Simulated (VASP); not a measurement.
**InGaAs2: single point with r2SCAN**

The system is InGaAs2.

```xyz
4
Lattice="4.1429 0.0000 0.0000 0.0000 4.1429 0.0000 0.0000 0.0000 5.9815" Properties=species:S:1:pos:R:3 pbc="T T T"
In    0.0000    0.0000    2.9908
Ga    2.0714    2.0714    0.0000
As    2.0714    0.0000    4.6051
As    0.0000    2.0714    1.3764
```

This cell differs from its parent crystal: uniaxial strain along c: +1.0 %.

| Item | Value |
| --- | --- |
| Program | VASP 6.6.1 |
| Task | single point |
| Functional | r2SCAN |
| Potentials or basis | VASP PAW PBE potentials, release 64 (In_d, Ga_d, As) |
| Cutoff | 520 eV |
| k mesh | 8 × 8 × 6 |
| Occupations | gaussian, width 0.01 eV |
| Spin | no spin polarisation |

The pressure is -0.3 GPa. The largest force is 0.010 eV/Å. The band gap on the k mesh is 0.23 eV.

Forces in eV/Å, atoms in the order of the input:
```
In   0.000  0.000  0.000
Ga   0.000  0.000  0.000
As   0.000  0.000 -0.010
As   0.000  0.000  0.010
```

Stress tensor (GPa, compression positive):
```
-0.08  0.00  0.00
 0.00 -0.08  0.00
 0.00  0.00 -0.77
```

Levels at points of the mesh, in eV from the valence-band top:
```
           k point  band 15  band 16  band 17  band 18  band 19  band 20  band 21  band 22
(0.00, 0.00, 0.00)    -2.56    -0.23     0.00     0.00     0.23     1.87     2.21     4.09
(0.50, 0.00, 0.00)    -3.32    -3.04    -1.46    -0.82     2.39     3.51     5.20     5.28
(0.50, 0.50, 0.00)    -2.77    -2.59    -2.59    -2.41     1.72     1.72     1.86     2.20
(0.00, 0.00, 0.50)    -1.92    -1.92    -1.21    -1.21     2.22     2.32     3.17     3.62
(0.50, 0.00, 0.50)    -1.43    -1.20    -1.18    -0.74     0.89     1.41     4.52     4.96
(0.50, 0.50, 0.50)    -3.33    -3.26    -3.13    -3.13     4.45     4.53     4.64     4.64
```

It took 6.7 min on 1 thread of Intel(R) Xeon(R) Platinum 8259CL CPU @ 2.50GHz (Skylake/Cascade Lake), on a shared host, peak memory 0.34 GiB.

Caveat: the cell differs from its parent crystal (uniaxial strain along c: +1.0 %); semilocal functionals underestimate gaps, and a narrow one can read as zero; the PAW data sets were made with another functional, which shifts forces and pressure a little; spin-orbit coupling is left out, which moves the levels of the heavy elements.
